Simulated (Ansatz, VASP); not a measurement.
MgS: VASP beside Ansatz

Contents of INCAR:

```
SYSTEM = MgS
ALGO = Normal
EDIFF = 1E-6
ENCUT = 600
GGA = PE
GGA_COMPAT = .False.
ISIF = 2
ISMEAR = 0
LASPH = .True.
LCHARG = .False.
LREAL = .False.
LWAVE = .False.
NBANDS = 11
NELM = 120
PREC = Accurate
SIGMA = 0.01
```

File KPOINTS:

```
k-points
0
Gamma
  6 6 6
  0 0 0
```

POSCAR

```
MgS
1.0
    0.0000000000      2.8308747668      2.8308747668
    2.8308747668      0.0000000000      2.8308747668
    2.8308747668      2.8308747668      0.0000000000
Mg S
1 1
Direct
    0.0000000000      0.0000000000      0.0000000000
    0.7500000000      0.7500000000      0.7500000000
```

Input for Ansatz:

```yaml
crystal:
  lattice:
    - [0.0, 2.8308747668, 2.8308747668]
    - [2.8308747668, 0.0, 2.8308747668]
    - [2.8308747668, 2.8308747668, 0.0]
  atoms:
    - { symbol: Mg, position: [0.0, 0.0, 0.0] }
    - { symbol: S, position: [0.75, 0.75, 0.75] }
kpoints:
  mp_grid: { grid: [6, 6, 6] }
hamiltonian:
  xc: pbe
scf:
  occupations: { method: fixed }
  n_extra_bands: 4
output:
  forces: true
  stress: true
  eigenvalues: true
```

Alike in both runs: task single point; functional PBE; k mesh 6 × 6 × 6; no spin polarisation.

|  | VASP | Ansatz |
| --- | --- | --- |
| version | VASP 6.6.1 | Ansatz 0.2.0 |
| potentials or method | VASP PAW PBE potentials, release 64 (Mg, S) | plane waves, PAW |
| plane-wave cutoff (eV) | 600 | 420 |
| occupations | gaussian, width 0.01 eV | fixed |
| valence electrons in the cell | 8 | 16 |

|  | VASP | Ansatz | Ansatz less VASP |
| --- | --- | --- | --- |
| gap on the k mesh at the Fermi level (eV) | 3.46 | 3.47 | +0.008 |
| pressure (GPa) | 1.0 | 1.1 | +0.13 |

VASP's potentials hold 8 valence electrons a cell and Ansatz's 16, so a difference there can come from the potentials and not from the codes.
